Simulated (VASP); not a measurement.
Runs of VASP 6.6.1 on Na. The structure is that of space group Fd-3m (No. 227), or close to it. The cells are those of the table. This isn't the form of Na at room conditions, which is bcc.

```tsv
task	cell	k mesh	cutoff (eV)	gap on the mesh (eV)	pressure (GPa)
single point	a = 5.481 Å, angles 60.0°, 2 atoms	12 × 12 × 12	520	none	0.0
single point	a = 5.252 Å, angles 60.0°, 2 atoms	8 × 8 × 8	520	none	0.4
relaxation of cell and atoms	relaxed from a = 5.241 Å, angles 60.0°, 2 atoms	8 × 8 × 8	600	none	0.0
single point	a = 5.331 Å, angles 60.0°, 2 atoms	8 × 8 × 8	520	none	0.2
single point	a = 5.692 Å, angles 60.0°, 2 atoms	8 × 8 × 8	520	none	-0.2
single point	a = 5.623 Å, angles 60.0°, 2 atoms	8 × 8 × 8	520	none	-0.2
single point	a = 5.553 Å, angles 60.0°, 2 atoms	8 × 8 × 8	520	none	(a)
single point	a = 5.407 Å, angles 60.0°, 2 atoms	8 × 8 × 8	520	none	0.1
single point	a = 5.481 Å, angles 60.0°, 2 atoms	8 × 8 × 8	520	none	0.0
```

Alike in all rows: level revPBE; potentials or basis VASP PAW PBE potentials, release 64 (Na_pv); no spin polarisation; smearing fermi-dirac 0.1 eV.

Task: Fill in the values left out.

Result: (a) -0.1.

Caveats: the PAW data sets were made with another functional, which shifts forces and pressure a little.

A gap of «none» marks levels without a gap at the run's occupations.
